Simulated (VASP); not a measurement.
Here is a VASP 6.6.1 calculation.

The input INCAR:

```
PREC = Accurate
ENCUT = 520
EDIFF = 1E-6
ISMEAR = 0
SIGMA = 0.1
LREAL = False
LASPH = True
NELM = 100
ALGO = Normal
ISIF = 2
LWAVE = False
LCHARG = False
GGA = PE
IVDW = 12
NBANDS = 6
```

The input KPOINTS:

```
regular mesh
0
Gamma
  8 8 22
```

POSCAR

```
H
1.0
    2.6496387389      0.0000000000      0.0000000000
    0.0000000000      2.6496387389      0.0000000000
    0.0000000000      0.0000000000      0.9804929200
H
1
Direct
    0.0000000000      0.0000000000      0.5000000000
```

Potentials or basis: VASP PAW PBE potentials, release 64 (H).

Command:

```bash
$ cat potpaw_PBE.64/H/POTCAR > POTCAR
$ mpirun -np 1 vasp_std > vasp.out
```

(1) What does it give for the dispersion energy per atom?

(2) Estimate the pressure.

## Answers

(1) -0.073 eV.

(2) 0.8 GPa.

Caveat: pairwise dispersion overbinds metals, which lowers pressure and volume.
